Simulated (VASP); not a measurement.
Sc: single point with PBEsol

Crystal: Sc.

```
Sc
1.0
     3.49299    0.00000    0.00000
    -1.74649    3.02502    0.00000
     0.00000    0.00000    4.72707
Sc
2
Direct
  0.33333 0.66667 0.25000
  0.66667 0.33333 0.75000
```

This cell differs from its parent crystal: ratio of the length along z to the lengths across it x 0.85, volume and fractional coordinates fixed.

- Program: VASP 6.6.1
- Task: single point
- Functional: PBEsol
- Potentials or basis: VASP PAW PBE potentials, release 64 (Sc_sv)
- Cutoff: 520 eV
- k mesh: 18 × 18 × 10
- Occupations: gaussian, width 0.15 eV
- Spin: no spin polarisation

```
Pressure               : -2.7 GPa
Band gap on the k mesh : zero (bands 11 and 12 overlap by 1.93 eV)
```

Stress tensor (GPa, compression positive):
```
-5.82  0.00  0.00
 0.00 -5.82  0.00
 0.00  0.00  3.59
```

Levels at points of the mesh, in eV from the Fermi level:
```csv
k point,band 6,band 7,band 8,band 9,band 10,band 11,band 12,band 13,band 14,band 15
"(0.00, 0.00, 0.00)",-27.74,-27.74,-27.66,-5.04,-1.43,1.42,1.42,1.79,1.79,1.79
"(0.50, 0.00, 0.00)",-27.90,-27.82,-27.74,-1.79,-1.12,-0.65,-0.40,0.88,1.75,2.41
"(0.00, 0.00, 0.50)",-27.80,-27.80,-27.80,-3.21,-3.21,1.11,1.11,1.11,1.11,1.50
"(0.50, 0.00, 0.50)",-27.84,-27.75,-27.75,-1.39,-1.39,0.19,0.19,1.44,1.44,2.01
```

Wall time 4.1 min on 1 thread of Intel(R) Xeon(R) Platinum 8259CL CPU @ 2.50GHz (Skylake/Cascade Lake), on a shared host, peak memory 0.29 GiB.

Caveat: the stress differs along the axes, from -6 to 4 GPa; the PAW data sets were made with another functional, which shifts forces and pressure a little.
